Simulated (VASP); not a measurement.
# TiC (CsCl type) (Pm-3m) in VASP: notebook

The runs below take TiC (CsCl type) through single point, relaxation of cell and atoms, with PBE.

Program: VASP 6.6.1. These are calculated values, not measurements. Logs are shortened: lines on timing, memory, paths and dates and some standing lists are left out, and cuts for length are marked.

**1. The cell of the first run**

The structure is cubic, space group Pm-3m (No. 221). The conventional cell has a = 2.383 Å, b = 2.383 Å, c = 2.383 Å, α = 90.00°, β = 90.00°, γ = 90.00°. Ti (site symmetry m-3m) has 8 C at 2.06 Å and 6 Ti at 2.38 Å within 2.7 Å. C (site symmetry m-3m) has 8 Ti at 2.06 Å and 6 C at 2.38 Å within 2.7 Å.

**2. Single point, PBE**

INCAR

```
PREC     = Accurate       # precision mode
ENCUT    = 520            # plane-wave cutoff, eV
EDIFF    = 1E-6           # SCF threshold, eV
ISMEAR   = -1             # smearing method
SIGMA    = 0.1            # smearing width, eV
LREAL    = F              # projectors in reciprocal space
LASPH    = T              # aspherical terms in the spheres
NELM     = 100            # most SCF steps
ALGO     = Normal         # electronic algorithm
ISIF     = 2              # what is computed and relaxed
LWAVE    = F              # write WAVECAR
LCHARG   = F              # write CHGCAR
GGA      = PE             # functional
NBANDS   = 15             # bands
```

KPOINTS

```
Automatic mesh
0
Gamma
  16 16 16
```

POSCAR

```
TiC
1.0
    2.3830737443      0.0000000000      0.0000000000
    0.0000000000      2.3830737443      0.0000000000
    0.0000000000      0.0000000000      2.3830737443
Ti C
1 1
Direct
    0.0000000000      0.0000000000      0.0000000000
    0.5000000000      0.5000000000      0.5000000000
```

Potentials or basis: VASP PAW PBE potentials, release 64 (Ti_sv, C).

The run is started by

```bash
cat potpaw_PBE.64/Ti_sv/POTCAR potpaw_PBE.64/C/POTCAR > POTCAR
mpirun -np 1 vasp_std > vasp.out
```

OUTCAR:

```text
PREC = Accurate
   ENCUT = 520
   EDIFF = 1E-6
   ISMEAR = -1
   LREAL = F
   LASPH = T
   NELM = 100
   ISIF = 2
   GGA = PE

 ion  position               nearest neighbor table
   1  0.000  0.000  0.000-   2 2.06   2 2.06   2 2.06   2 2.06   2 2.06   2 2.06   2 2.06   2 2.06

   2  0.500  0.500  0.500-   1 2.06   1 2.06   1 2.06   1 2.06   1 2.06   1 2.06   1 2.06   1 2.06

  LATTYP: Found a simple cubic cell.
 ALAT       =     2.3830737443

  Lattice vectors:

 A1 = (   2.3830737443,   0.0000000000,   0.0000000000)
 A2 = (   0.0000000000,   2.3830737443,   0.0000000000)
 A3 = (   0.0000000000,   0.0000000000,   2.3830737443)

Analysis of symmetry for initial positions (statically):
=====================================================================
 Subroutine PRICEL returns:
 Original cell was already a primitive cell.

 Routine SETGRP: Setting up the symmetry group for a
 simple cubic supercell.

 Subroutine GETGRP returns: Found 48 space group operations
 (whereof 48 operations were pure point group operations)
 out of a pool of 48 trial point group operations.

The static configuration has the point symmetry O_h .

Analysis of symmetry for dynamics (positions and initial velocities):
=====================================================================
 Subroutine PRICEL returns:
 Original cell was already a primitive cell.

 Routine SETGRP: Setting up the symmetry group for a
 simple cubic supercell.

 Subroutine GETGRP returns: Found 48 space group operations
 (whereof 48 operations were pure point group operations)
 out of a pool of 48 trial point group operations.

The dynamic configuration has the point symmetry O_h .

 Subroutine INISYM returns: Found 48 space group operations
 (whereof 48 operations are pure point group operations),
 and found     1 'primitive' translations

----------------------------------------------------------------------------------------

                                     Primitive cell

  volume of cell :      13.5336

  direct lattice vectors                    reciprocal lattice vectors
     2.383073744  0.000000000  0.000000000     0.419626125  0.000000000  0.000000000
     0.000000000  2.383073744  0.000000000     0.000000000  0.419626125  0.000000000
     0.000000000  0.000000000  2.383073744     0.000000000  0.000000000  0.419626125

  length of vectors
     2.383073744  2.383073744  2.383073744     0.419626125  0.419626125  0.419626125

  position of ions in fractional coordinates (direct lattice)
     0.000000000  0.000000000  0.000000000
[... 89 lines left out ...]
   NELECT =      16.0000    total number of electrons
   NUPDOWN=      -1.0000    fix difference up-down
   EMIN   =  10.00;   EMAX   =-10.00  energy-range for DOS
   EFERMI =   0.00;   METHOD = LEGACY
   ISMEAR =    -1;   SIGMA  =   0.10  broadening in eV -4-tet -1-fermi 0-gaus
   EFERMI_NEDOS =   21; number of points for ismear=-14 and -15
   IALGO  =     38    algorithm
   IMIX   =      4    mixing-type and parameters
     AMIX     =   0.40;   BMIX     =  1.00
     AMIX_MAG =   1.60;   BMIX_MAG =  1.00
  volume/ion in A,a.u.               =       6.77        45.66
  Fermi-wavevector in a.u.,A,eV,Ry     =   1.731054  3.271218 40.770521  2.996549
  Thomas-Fermi vector in A             =   2.805493
   LORBIT       =      0    0 simple, 1 ext, 2 COOP (PROOUT), +10 PAW based schemes
   GGA     = PE    functional components
   LHFCALC =     F    Hartree Fock is set to
   AEXX    =    0.0000 exact exchange contribution
   IVDW    =     0    specifies the selected vdW correction
   LEPSILON=     F    determine dielectric tensor
   LRPA    =     F    only Hartree local field effects (RPA)
 non-spin polarized calculation
  energy-cutoff  :      520.00
  volume of cell :       13.53
 maximum number of plane-waves:       384
 NGX is ok and might be reduce to    18
   NGX =  9   NGY =  9   NGZ =  9

 number of electron      15.9999995 magnetization

 Free energy of the ion-electron system (eV)
  ---------------------------------------------------
  ext. energy  EPLUGINS =         0.00000000
  ---------------------------------------------------
  free energy    TOTEN  =       -13.77021569 eV

  energy without entropy =      -13.70844448  energy(sigma->0) =      -13.73933008

 E-fermi :  15.5326     XC(G=0): -15.0315

 val. band max:       15.5237606772   @ k =   0.3750   0.2500   0.0000
 cond. band min:      15.5386875707   @ k =   0.5000   0.3125   0.0000
 fundamental gap:      0.0149268935
 Fermi energy:        15.5326044118

 k-point     1 :       0.0000    0.0000    0.0000
  band No.  band energies     occupation
      1     -40.7638      2.00000
      2     -15.9150      2.00000
      3     -15.9150      2.00000
      4     -15.9150      2.00000
      5       0.4398      2.00000
      6      12.6267      2.00000
      7      12.6267      2.00000
      8      17.8023      0.00000
      9      17.8023      0.00000
     10      17.8023      0.00000
     11      20.6450      0.00000
     12      20.6450      0.00000
     13      20.6450      0.00000
     14      34.5045      0.00000
[... 401 lines left out ...]
      2     -18.2586      2.00000
      3     -15.9921      2.00000
      4     -15.6228      2.00000
      5       5.0890      2.00000
      6       7.9174      2.00000
      7      13.3742      2.00000
      8      14.1302      2.00000
      9      14.5854      1.99985
     10      20.5249      0.00000
     11      22.2190      0.00000
     12      24.7492      0.00000
     13      24.8322      0.00000
     14      30.6718      0.00000
     15      34.9661      0.00000

 [... further k-points ...]

------------------------ aborting loop because EDIFF is reached ----------------------------------------

  FORCE on cell =-STRESS in cart. coord.  units (eV):
  Direction    XX          YY          ZZ          XY          YZ          ZX
  --------------------------------------------------------------------------------------
  -------------------------------------------------------------------------------------
  Total       15.2131498     15.2131498     15.2131498     -0.0000000     -0.0000000      0.0000000
  in kB     1801.0147897   1801.0147897   1801.0147897     -0.0000000     -0.0000000      0.0000000
  external PRESSURE =    1801.0147897 kB  Pullay stress =       0.0000000 kB

 VOLUME and BASIS-vectors are now :
 -----------------------------------------------------------------------------
  energy-cutoff  :      520.00
  volume of cell :       13.53
      direct lattice vectors                 reciprocal lattice vectors
     2.383073744  0.000000000  0.000000000     0.419626125  0.000000000  0.000000000
     0.000000000  2.383073744  0.000000000     0.000000000  0.419626125  0.000000000
     0.000000000  0.000000000  2.383073744     0.000000000  0.000000000  0.419626125

 POSITION                                       TOTAL-FORCE (eV/Angst)
 -----------------------------------------------------------------------------------
      0.00000      0.00000      0.00000         0.000000      0.000000      0.000000
      1.19154      1.19154      1.19154         0.000000      0.000000      0.000000
 -----------------------------------------------------------------------------------
    total drift:                               -0.000000     -0.000000      0.000000

  FREE ENERGIE OF THE ION-ELECTRON SYSTEM (eV)
  ---------------------------------------------------
  free  energy   TOTEN  =       -13.7702156855 eV

  energy  without entropy=      -13.7084444799  energy(sigma->0) =      -13.73933008
```

stdout:

```text
POSCAR found type information on POSCAR TiC
 POSCAR found :  2 types and       2 ions
 scaLAPACK will be used
 LDA part: xc-table for (Slater+PW92), standard interpolation
 POSCAR, INCAR and KPOINTS ok, starting setup
 FFT: planning ... GRIDC
 FFT: planning ... GRID_SOFT
 FFT: planning ... GRID
 WAVECAR not read
 entering main loop
```

Wall time 38 s (1 thread of Intel Xeon 8259CL, shared host); peak memory 0.14 GiB.

Results:

```
Free energy            : -13.7702 eV
Pressure               : 180.1 GPa
Band gap on the k mesh : zero (bands 8 and 9 overlap by 3.70 eV)
```

Levels at points of the mesh, in eV from the Fermi level:
| k point | band 6 | band 7 | band 8 | band 9 | band 10 | band 11 |
| --- | --- | --- | --- | --- | --- | --- |
| (0.00, 0.00, 0.00) | -2.91 | -2.91 | 2.27 | 2.27 | 2.27 | 5.11 |
| (0.50, 0.00, 0.00) | -8.15 | -1.71 | -1.71 | -1.35 | 5.55 | 6.82 |
| (0.50, 0.50, 0.00) | -3.53 | -3.53 | -0.75 | 2.43 | 2.43 | 3.62 |
| (0.50, 0.50, 0.50) | -8.23 | -8.23 | -6.01 | 7.47 | 7.47 | 10.61 |

Caveat: the cell stands under pressure.

**3. Single point, PBE**

INCAR

```
  PREC = Accurate
  ENCUT = 520
  EDIFF = 1E-6
  ISMEAR = -1
  SIGMA = 0.1
  LREAL = F
  LASPH = T
  NELM = 60
  ALGO = Normal
  ISIF = 2
  LWAVE = F
  LCHARG = F
  GGA = PE
  NBANDS = 15
```

KPOINTS

```
regular mesh
0
Gamma
  16 16 16
```

POSCAR

```
TiC
1.0
    2.3833021668      0.0000000000      0.0000000000
    0.0000000000      2.3833021668      0.0000000000
    0.0000000000      0.0000000000      2.3833021668
Ti C
1 1
Direct
    0.0000000000      0.0000000000      0.0000000000
    0.5000000000      0.5000000000      0.5000000000
```

Potentials or basis: VASP PAW PBE potentials, release 64 (Ti_sv, C).

The run is started by

```bash
cat potpaw_PBE.64/Ti_sv/POTCAR potpaw_PBE.64/C/POTCAR > POTCAR
mpirun -np 1 vasp_std > vasp.out
```

It took 42 s on 1 thread of Intel Xeon 8259CL, shared host; peak memory 0.14 GiB.

Results (log left out):

```
Free energy            : -13.7746 eV
Pressure               : 179.9 GPa
Band gap on the k mesh : zero (bands 8 and 9 overlap by 3.69 eV)
```

Levels at points of the mesh, in eV from the Fermi level:
| k point | band 5 | band 6 | band 7 | band 8 | band 9 | band 10 | band 11 | band 12 |
| --- | --- | --- | --- | --- | --- | --- | --- | --- |
| (0.00, 0.00, 0.00) | -15.09 | -2.90 | -2.90 | 2.27 | 2.27 | 2.27 | 5.11 | 5.11 |
| (0.50, 0.00, 0.00) | -10.19 | -8.15 | -1.71 | -1.71 | -1.35 | 5.55 | 6.82 | 9.86 |
| (0.50, 0.50, 0.00) | -12.12 | -3.53 | -3.53 | -0.75 | 2.43 | 2.43 | 3.62 | 7.28 |
| (0.50, 0.50, 0.50) | -8.23 | -8.23 | -8.23 | -6.02 | 7.46 | 7.46 | 10.61 | 10.61 |

Caveat: the cell stands under pressure.

**4. Relaxation of cell and atoms, PBE, target pressure 180 GPa, at which the enthalpy is minimised**

INCAR

```
  PREC = Accurate
  ENCUT = 600
  EDIFF = 1E-7
  ISMEAR = -1
  SIGMA = 0.1
  LREAL = F
  LASPH = T
  NELM = 60
  ALGO = Normal
  ISIF = 3
  LWAVE = F
  LCHARG = F
  GGA = PE
  IBRION = 2
  NSW = 32
  EDIFFG = -0.005
  PSTRESS = 1800.0
```

KPOINTS

```
Automatic mesh
0
Gamma
  16 16 16
```

POSCAR

```
TiC
1.0
    2.3830737444      0.0000000000      0.0000000000
    0.0000000000      2.3830737444      0.0000000000
    0.0000000000      0.0000000000      2.3830737444
Ti C
1 1
Direct
    0.0000000000      0.0000000000      0.0000000000
    0.5000000000      0.5000000000      0.5000000000
```

The run is started by

```bash
cat potpaw_PBE.64/Ti_sv/POTCAR potpaw_PBE.64/C/POTCAR > POTCAR
mpirun -np 1 vasp_std > vasp.out
```

Wall time 46 s (1 thread of Intel Xeon 8259CL, shared host); peak memory 0.16 GiB.

The run converged. Its results:

```
Free energy             : -13.7707 eV
Pressure after relaxing : 179.9 GPa
Band gap on the k mesh  : zero (bands 8 and 9 overlap by 3.70 eV)
```

Final structure:
```cif
data_structure
_symmetry_space_group_name_H-M 'P 1'
_symmetry_Int_Tables_number 1
_cell_length_a 2.3831
_cell_length_b 2.3831
_cell_length_c 2.3831
_cell_angle_alpha 90.000
_cell_angle_beta 90.000
_cell_angle_gamma 90.000
_cell_volume 13.53
loop_
_atom_site_label
_atom_site_type_symbol
_atom_site_fract_x
_atom_site_fract_y
_atom_site_fract_z
_atom_site_occupancy
Ti1 Ti 0.00000 0.00000 0.00000 1
C1 C 0.50000 0.50000 0.50000 1
```

Levels at points of the mesh, in eV from the Fermi level:
```
           k point  band 5  band 6  band 7  band 8  band 9  band 10  band 11  band 12
(0.00, 0.00, 0.00)  -15.09   -2.91   -2.91    2.27    2.27     2.27     5.11     5.11
(0.50, 0.00, 0.00)  -10.19   -8.15   -1.72   -1.72   -1.35     5.55     6.82     9.86
(0.50, 0.50, 0.00)  -12.12   -3.53   -3.53   -0.75    2.43     2.43     3.62     7.32
(0.50, 0.50, 0.50)   -8.23   -8.23   -8.23   -6.02    7.47     7.47    10.61    10.61
```

Caveat: the relaxation stopped at its first step, so nothing moved; the cell is relaxed towards a set pressure, so the run minimises the enthalpy, not the energy.

(Part 1 of 2 ends here.)
